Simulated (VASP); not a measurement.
# Te2Mo (P2_1/m) in VASP: single point with LDA+U

Aim: the single point of Te2Mo with LDA+U.

Program: VASP 6.6.1. These are calculated values, not measurements. Logs are shortened: lines on timing, memory, paths and dates and some standing lists are left out, and cuts for length are marked.

**1. The cell of the first run**

Symmetry: P2_1/m, No. 11, monoclinic system. The conventional cell has a = 6.330 Å, b = 3.469 Å, c = 13.860 Å, α = 90.00°, β = 93.92°, γ = 90.00°. Within 3.7 Å of Te (site symmetry m) lie 3 Mo at 2.79 to 2.81 Å and 8 Te at 3.47 to 3.70 Å. Te (site symmetry m) has 3 Mo at 2.70 Å and 6 Te at 3.47 to 3.67 Å within 3.7 Å. Te (site symmetry m) has 3 Mo at 2.79 to 2.82 Å and 8 Te at 3.47 to 3.67 Å within 3.7 Å. Within 3.7 Å of Te (site symmetry m) lie 3 Mo at 2.70 to 2.71 Å and 6 Te at 3.47 to 3.70 Å. Within 3.6 Å of Mo (site symmetry m) lie 6 Te at 2.70 to 2.82 Å and 4 Mo at 2.89 to 3.47 Å. Mo (site symmetry m) has 6 Te at 2.70 to 2.81 Å and 4 Mo at 2.90 to 3.47 Å within 3.6 Å.

**2. Single point, LDA+U**

File POSCAR:

```
Te2Mo
1.0
    6.3300000000      0.0000000000      0.0000000000
    0.0000000000      3.4690000000      0.0000000000
   -0.9467947088      0.0000000000     13.8276237937
Te Mo
8 4
Direct
    0.9437000000      0.7500000000      0.6045000000
    0.0563000000      0.2500000000      0.3955000000
    0.9030000000      0.2500000000      0.8514000000
    0.0970000000      0.7500000000      0.1486000000
    0.4112000000      0.7500000000      0.8955000000
    0.5888000000      0.2500000000      0.1045000000
    0.4432000000      0.2500000000      0.6484000000
    0.5568000000      0.7500000000      0.3516000000
    0.8167000000      0.7500000000      0.9926000000
    0.1833000000      0.2500000000      0.0074000000
    0.6819000000      0.2500000000      0.4934000000
    0.3181000000      0.7500000000      0.5066000000
```

File INCAR.step1:

```
SYSTEM = Te2Mo
PREC     = Accurate       ! precision mode
ENCUT    = 520            ! plane-wave cutoff, eV
EDIFF    = 1E-6           ! SCF threshold, eV
ISMEAR   = -1             ! smearing method
SIGMA    = 0.05           ! smearing width, eV
LREAL    = .False.        ! projectors in reciprocal space
LASPH    = .True.         ! aspherical terms in the spheres
NELM     = 150            ! most SCF steps
ALGO     = Normal         ! electronic algorithm
ISIF     = 2              ! what is computed and relaxed
LWAVE    = .False.        ! write WAVECAR
LCHARG   = .True.         ! write CHGCAR
LMAXMIX  = 4              ! l up to which the mixer works
LDAU     = .True.         ! DFT+U
LDAUTYPE = 2            
LDAUL    = -1 2           ! shell
LDAUU    = 0 6            ! U, eV
LDAUJ    = 0 0          
LDAUPRINT= 1            
GGA      = CA             ! functional
NBANDS   = 64             ! bands
KPAR     = 4
```

File KPOINTS.step1:

```
regular mesh
0
Gamma
  3 6 2
  0 0 0
```

File INCAR.step2:

```
SYSTEM = Te2Mo
PREC     = Accurate       ! precision mode
ENCUT    = 520            ! plane-wave cutoff, eV
EDIFF    = 1E-6           ! SCF threshold, eV
ISMEAR   = -5             ! smearing method
SIGMA    = 0.05           ! smearing width, eV
LREAL    = .False.        ! projectors in reciprocal space
LASPH    = .True.         ! aspherical terms in the spheres
NELM     = 150            ! most SCF steps
ALGO     = Normal         ! electronic algorithm
ISIF     = 2              ! what is computed and relaxed
LWAVE    = .False.        ! write WAVECAR
LCHARG   = .False.        ! write CHGCAR
LMAXMIX  = 4              ! l up to which the mixer works
LDAU     = .True.         ! DFT+U
LDAUTYPE = 2            
LDAUL    = -1 2           ! shell
LDAUU    = 0 6            ! U, eV
LDAUJ    = 0 0          
LDAUPRINT= 1            
GGA      = CA             ! functional
LORBIT   = 11             ! projections on sites
NBANDS   = 64             ! bands
NEDOS    = 2001           ! points of the DOS
ICHARG   = 11             ! starting density
KPAR     = 4
```

File KPOINTS.step2:

```
regular mesh
0
Gamma
  5 9 3
  0 0 0
```

Potentials or basis: VASP PAW LDA potentials, release 64 (Te, Mo_sv).

Command:

```sh
cat potpaw_LDA.64/Te/POTCAR potpaw_LDA.64/Mo_sv/POTCAR > POTCAR
cp INCAR.step1 INCAR
cp KPOINTS.step1 KPOINTS
mpirun -np 4 vasp_std > vasp.out
cp INCAR.step2 INCAR
cp KPOINTS.step2 KPOINTS
mpirun -np 4 vasp_std > vasp.out
```

OUTCAR:

```text
SYSTEM = Te2Mo
   PREC = Accurate
   ENCUT = 520
   EDIFF = 1E-6
   ISMEAR = -5
   LREAL = .False.
   LASPH = .True.
   NELM = 150
   ISIF = 2
   GGA = CA
   LORBIT = 11
   ICHARG = 11

 ion  position               nearest neighbor table
   1  0.944  0.750  0.605-  11 2.79  11 2.79  12 2.81   2 3.49   2 3.49   7 3.62   7 3.62
   2  0.056  0.250  0.395-  12 2.79  12 2.79  11 2.81   1 3.49   1 3.49   8 3.62   8 3.62
   3  0.903  0.250  0.851-   9 2.70   9 2.70  10 2.70   5 3.65   5 3.65   5 3.67   5 3.67
   4  0.097  0.750  0.149-  10 2.70  10 2.70   9 2.70   6 3.65   6 3.65   6 3.67   6 3.67
   5  0.411  0.750  0.895-  10 2.79  10 2.79   9 2.82   6 3.50   6 3.50   3 3.65   3 3.65   3 3.67
                             3 3.67
   6  0.589  0.250  0.105-   9 2.79   9 2.79  10 2.82   5 3.50   5 3.50   4 3.65   4 3.65   4 3.67
                             4 3.67
   7  0.443  0.250  0.648-  12 2.70  12 2.70  11 2.71   1 3.62   1 3.62
   8  0.557  0.750  0.352-  11 2.70  11 2.70  12 2.71   2 3.62   2 3.62
   9  0.817  0.750  0.993-   3 2.70   3 2.70   4 2.70   6 2.79   6 2.79   5 2.82  10 2.89  10 2.89

  10  0.183  0.250  0.007-   4 2.70   4 2.70   3 2.70   5 2.79   5 2.79   6 2.82   9 2.89   9 2.89

  11  0.682  0.250  0.493-   8 2.70   8 2.70   7 2.71   1 2.79   1 2.79   2 2.81  12 2.90  12 2.90

  12  0.318  0.750  0.507-   7 2.70   7 2.70   8 2.71   2 2.79   2 2.79   1 2.81  11 2.90  11 2.90

  LATTYP: Found a simple monoclinic cell.
 ALAT       =     6.3300000000
 B/A-ratio  =     0.5480252765
 C/A-ratio  =     2.1895734597
 COS(beta)  =    -0.0683113066

  Lattice vectors:

 A1 = (   6.3300000000,   0.0000000000,   0.0000000000)
 A2 = (   0.0000000000,   3.4690000000,   0.0000000000)
 A3 = (  -0.9467947088,   0.0000000000,  13.8276237937)

Analysis of symmetry for initial positions (statically):
=====================================================================
 Subroutine PRICEL returns:
 Original cell was already a primitive cell.

 Routine SETGRP: Setting up the symmetry group for a
 simple monoclinic supercell.

 Subroutine GETGRP returns: Found  4 space group operations
 (whereof  2 operations were pure point group operations)
 out of a pool of  4 trial point group operations.

The static configuration has the point symmetry S_2 .
 The point group associated with its full space group is C_2h.

Analysis of symmetry for dynamics (positions and initial velocities):
=====================================================================
 Subroutine PRICEL returns:
 Original cell was already a primitive cell.

 Routine SETGRP: Setting up the symmetry group for a
 simple monoclinic supercell.

 Subroutine GETGRP returns: Found  4 space group operations
 (whereof  2 operations were pure point group operations)
 out of a pool of  4 trial point group operations.

The dynamic configuration has the point symmetry S_2 .
 The point group associated with its full space group is C_2h.

 Subroutine INISYM returns: Found  4 space group operations
 (whereof  2 operations are pure point group operations),
 and found     1 'primitive' translations

----------------------------------------------------------------------------------------

                                     Primitive cell

  volume of cell :     303.6376

  direct lattice vectors                    reciprocal lattice vectors
     6.330000000  0.000000000  0.000000000     0.157977883  0.000000000  0.010816943
     0.000000000  3.469000000  0.000000000     0.000000000  0.288267512  0.000000000
    -0.946794709  0.000000000 13.827623794     0.000000000  0.000000000  0.072319005

  length of vectors
     6.330000000  3.469000000 13.860000000     0.158347775  0.288267512  0.072319005

[... 96 lines left out ...]
   ISPIN  =      1    spin polarized calculation?
   LNONCOLLINEAR =      F non collinear calculations
   LSORBIT =      F    spin-orbit coupling
   LASPH  =      T    aspherical Exc in radial PAW
   ENCUT  =  520.0 eV  38.22 Ry    6.18 a.u.  11.77  6.45 25.77*2*pi/ulx,y,z
   NELM   =    150;   NELMIN=  2; NELMDL=  0     # of ELM steps
   EDIFF  = 0.1E-05   stopping-criterion for ELM
   LREAL  =      F    real-space projection
[... 7 lines left out ...]
   TEBEG  =    0.0;   TEEND  =   0.0 temperature during run
   PSTRESS=    0.0 pullay stress
   NELECT =     104.0000    total number of electrons
   NUPDOWN=      -1.0000    fix difference up-down
   EMIN   =  10.00;   EMAX   =-10.00  energy-range for DOS
   EFERMI =   0.00;   METHOD = LEGACY
   ISMEAR =    -5;   SIGMA  =   0.05  broadening in eV -4-tet -1-fermi 0-gaus
   EFERMI_NEDOS =   21; number of points for ismear=-14 and -15
   IALGO  =     38    algorithm
   IMIX   =      4    mixing-type and parameters
     AMIX     =   0.40;   BMIX     =  1.00
     AMIX_MAG =   1.60;   BMIX_MAG =  1.00
  volume/ion in A,a.u.               =      25.30       170.75
  Fermi-wavevector in a.u.,A,eV,Ry     =   1.145427  2.164543 17.850885  1.312003
  Thomas-Fermi vector in A             =   2.282115
   LORBIT       =     11    0 simple, 1 ext, 2 COOP (PROOUT), +10 PAW based schemes
 LDA+U is selected, type is set to LDAUTYPE =  2
   angular momentum for each species LDAUL =    -1    2
   U (eV)           for each species LDAUU =   0.0  6.0
   J (eV)           for each species LDAUJ =   0.0  0.0
   GGA     = CA    functional components
   LHFCALC =     F    Hartree Fock is set to
   AEXX    =    0.0000 exact exchange contribution
   IVDW    =     0    specifies the selected vdW correction
   LEPSILON=     F    determine dielectric tensor
   LRPA    =     F    only Hartree local field effects (RPA)
 non-spin polarized calculation
 Fermi weights with tetrahedron method with Bloechl corrections
  energy-cutoff  :      520.00
  volume of cell :      303.64
 maximum number of plane-waves:      8239

atom =   9  type =  2  l = 2

 onsite density matrix

spin component  1
[... 116 lines left out ...]
  o =  0.2141  v =  0.0000 -0.0000  0.2565  0.3119  0.9149  0.0000  0.0000  0.0000  0.0000  0.0000      0.0000  0.0000  0.0000  0.0000  0.0000  0.0000  0.0000  0.0000  0.0000  0.0000
  o =  0.2141  v =  0.0000  0.0000  0.0000  0.0000  0.0000  0.0000 -0.0000  0.2565  0.3119  0.9149      0.0000  0.0000  0.0000  0.0000  0.0000  0.0000  0.0000  0.0000  0.0000  0.0000
  o =  0.3438  v =  0.0000  0.0000  0.1697 -0.9463  0.2750  0.0000  0.0000  0.0000  0.0000  0.0000      0.0000  0.0000  0.0000  0.0000  0.0000  0.0000  0.0000  0.0000  0.0000  0.0000
  o =  0.3438  v =  0.0000  0.0000  0.0000  0.0000  0.0000  0.0000  0.0000  0.1697 -0.9463  0.2750      0.0000  0.0000  0.0000  0.0000  0.0000  0.0000  0.0000  0.0000  0.0000  0.0000
  o =  0.3948  v =  0.0000  0.0000  0.0000  0.0000  0.0000  0.5399  0.8417  0.0000  0.0000  0.0000      0.0000  0.0000  0.0000  0.0000  0.0000  0.0000  0.0000  0.0000  0.0000  0.0000
  o =  0.3948  v =  0.5399  0.8417  0.0000  0.0000  0.0000  0.0000  0.0000  0.0000  0.0000  0.0000      0.0000  0.0000  0.0000  0.0000  0.0000  0.0000  0.0000  0.0000  0.0000  0.0000
  o =  0.4761  v =  0.0000  0.0000  0.0000  0.0000  0.0000  0.0000  0.0000 -0.9515 -0.0848  0.2957      0.0000  0.0000  0.0000  0.0000  0.0000  0.0000  0.0000  0.0000  0.0000  0.0000
  o =  0.4761  v =  0.0000  0.0000 -0.9515 -0.0848  0.2957  0.0000  0.0000  0.0000  0.0000  0.0000      0.0000  0.0000  0.0000  0.0000  0.0000  0.0000  0.0000  0.0000  0.0000  0.0000
  o =  0.5217  v = -0.8417  0.5399  0.0000  0.0000  0.0000  0.0000  0.0000  0.0000  0.0000  0.0000      0.0000  0.0000  0.0000  0.0000  0.0000  0.0000  0.0000  0.0000  0.0000  0.0000
  o =  0.5217  v =  0.0000  0.0000  0.0000  0.0000  0.0000 -0.8417  0.5399  0.0000  0.0000  0.0000      0.0000  0.0000  0.0000  0.0000  0.0000  0.0000  0.0000  0.0000  0.0000  0.0000

 number of electron     104.0000000 magnetization

 Free energy of the ion-electron system (eV)
  ---------------------------------------------------
  ext. energy  EPLUGINS =         0.00000000
  ---------------------------------------------------
  free energy    TOTEN  =       -54.26842911 eV

  energy without entropy =      -54.26842911  energy(sigma->0) =      -54.26842911

 E-fermi :   8.2684     XC(G=0): -10.5802

 val. band max:        8.3222730687   @ k =   0.2000   0.1111  -0.0000
 cond. band min:       8.2222244473   @ k =   0.0000   0.1111   0.3333
 fundamental gap:     -0.1000486214
 Fermi energy:         8.2683528402

 k-point     1 :       0.0000    0.0000    0.0000
  band No.  band energies     occupation
      1     -53.1792      2.00000
      2     -53.1457      2.00000
      3     -53.1213      2.00000
      4     -53.0864      2.00000
      5     -27.6708      2.00000
      6     -27.6341      2.00000
[... 1597 lines left out ...]
     63      10.7829      0.00000
     64      10.8112      0.00000

 [... further k-points ...]
[... 5 lines left out ...]
  --------------------------------------------------------------------------------------
  -------------------------------------------------------------------------------------
  Total       -2.0310796      1.2503444     -0.3175143      0.0000000      0.0000000      0.2238536
  in kB      -10.7172152      6.5975803     -1.6753991      0.0000000      0.0000000      1.1811880
  external PRESSURE =      -1.9316780 kB  Pullay stress =       0.0000000 kB

 VOLUME and BASIS-vectors are now :
 -----------------------------------------------------------------------------
  energy-cutoff  :      520.00
  volume of cell :      303.64
      direct lattice vectors                 reciprocal lattice vectors
     6.330000000  0.000000000  0.000000000     0.157977883  0.000000000  0.010816943
     0.000000000  3.469000000  0.000000000     0.000000000  0.288267512  0.000000000
    -0.946794709  0.000000000 13.827623794     0.000000000  0.000000000  0.072319005

 POSITION                                       TOTAL-FORCE (eV/Angst)
 -----------------------------------------------------------------------------------
      5.40128      2.60175      8.35880         0.010965      0.000000      0.094130
     -0.01808      0.86725      5.46883        -0.010965     -0.000000     -0.094130
      4.90989      0.86725     11.77284        -0.023163     -0.000000      0.003190
      0.47332      2.60175      2.05478         0.023163     -0.000000     -0.003190
      1.75504      2.60175     12.38264        -0.015535     -0.000000     -0.047189
      3.62816      0.86725      1.44499         0.015535      0.000000      0.047189
      2.19155      0.86725      8.96583        -0.012337     -0.000000     -0.044673
      3.19165      2.60175      4.86179         0.012337      0.000000      0.044673
      4.22992      2.60175     13.72530         0.374255     -0.000000      0.212900
      1.15328      0.86725      0.10232        -0.374255      0.000000     -0.212900
      3.84928      0.86725      6.82255        -0.499234      0.000000      0.132149
      1.53393      2.60175      7.00507         0.499234     -0.000000     -0.132149
 -----------------------------------------------------------------------------------
    total drift:                                0.000000      0.000000     -0.000000

  FREE ENERGIE OF THE ION-ELECTRON SYSTEM (eV)
  ---------------------------------------------------
  free  energy   TOTEN  =       -54.2684291092 eV

  energy  without entropy=      -54.2684291092  energy(sigma->0) =      -54.26842911

 total charge

# of ion       s       p       d       tot
------------------------------------------
    1        1.390   1.975   0.059   3.424
    2        1.390   1.975   0.059   3.424
    3        1.400   1.977   0.067   3.444
    4        1.400   1.977   0.067   3.444
    5        1.389   1.978   0.058   3.425
    6        1.389   1.978   0.058   3.425
    7        1.399   1.976   0.066   3.441
    8        1.399   1.976   0.066   3.441
    9        2.291   6.175   3.858  12.324
   10        2.291   6.175   3.858  12.324
   11        2.291   6.175   3.854  12.319
   12        2.291   6.175   3.854  12.319
--------------------------------------------------
tot         20.321  40.512  15.922  76.755
```

Wall time 5.1 min (4 MPI ranks of Intel Xeon Platinum 8259CL at 2.50GHz (Skylake/Cascade Lake), shared host); peak memory 0.64 GiB.

What came out:

| Item | Value |
| --- | --- |
| Valence electrons inside the program's atomic spheres | Te 3.42, 3.44 (each value once); Mo 12.32 |

Eigenvalues of the final occupation matrices:
```tsv
site	spin	trace	eigenvalues
site 9 d	1	1.95	0.21 0.34 0.40 0.48 0.52
site 9 d	2	1.95	0.21 0.34 0.40 0.48 0.52
site 10 d	1	1.95	0.21 0.34 0.40 0.48 0.52
site 10 d	2	1.95	0.21 0.34 0.40 0.48 0.52
site 11 d	1	1.95	0.21 0.34 0.39 0.48 0.52
site 11 d	2	1.95	0.21 0.34 0.39 0.48 0.52
site 12 d	1	1.95	0.21 0.34 0.39 0.48 0.52
site 12 d	2	1.95	0.21 0.34 0.39 0.48 0.52
```

Caveat: spin-orbit coupling is left out, which moves the levels of the heavy elements; U without spin polarisation on a metal has little footing; the U is typed as a test and isn't derived for this compound.
